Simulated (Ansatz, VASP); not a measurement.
# SnSe in VASP and in Ansatz

INCAR

```
PREC = Accurate
ENCUT = 520
EDIFF = 1E-6
ISMEAR = 0
SIGMA = 0.01
LREAL = False
LASPH = True
NELM = 80
ALGO = Normal
ISIF = 2
LWAVE = False
LCHARG = True
GGA = PE
LELF = True
LVHAR = True
NBANDS = 17
```

KPOINTS

```
regular mesh
0
Gamma
  10 10 10
```

The input POSCAR:

```
SnSe
1.0
    0.0000000000      3.5002953134      3.5002953134
    3.5002953134      0.0000000000      3.5002953134
    3.5002953134      3.5002953134      0.0000000000
Sn Se
1 1
Direct
    0.0000000000      0.0000000000      0.0000000000
    0.2500000000      0.2500000000      0.2500000000
```

Input for Ansatz:

```yaml
crystal:
  lattice:
    - [0.0, 3.5002953134, 3.5002953134]
    - [3.5002953134, 0.0, 3.5002953134]
    - [3.5002953134, 3.5002953134, 0.0]
  atoms:
    - { symbol: Sn, position: [0.0, 0.0, 0.0] }
    - { symbol: Se, position: [0.25, 0.25, 0.25] }
basis:
  ecutwfc: 420
kpoints:
  mp_grid: { grid: [10, 10, 10] }
hamiltonian:
  xc: pbe
scf:
  occupations: { method: gaussian, width: 0.01 }
output:
  forces: true
  stress: true
  eigenvalues: true
```

Alike in both runs: task single point; functional PBE; k mesh 10 × 10 × 10; occupations gaussian, width 0.01 eV; no spin polarisation.

```csv
,VASP,Ansatz
version,VASP 6.6.1,Ansatz 0.2.0
potentials or method,"VASP PAW PBE potentials, release 64 (Sn_d, Se), cutoff 520 eV","scalar-relativistic, plane waves, PAW"
valence electrons in the cell,20,30
```

```tsv
	VASP	Ansatz	Ansatz less VASP
gap on the k mesh at the Fermi level (eV)	0.38	0.38	+0.001
least direct gap on the mesh (eV)	0.83	0.83	0.000
pressure (GPa)	-2.5	-2.5	0.00
```

The functional is the same, so the differences come from potentials, cutoffs and numerics. VASP's potentials hold 20 valence electrons a cell and Ansatz's 30, so a difference there can come from the potentials and not from the codes.
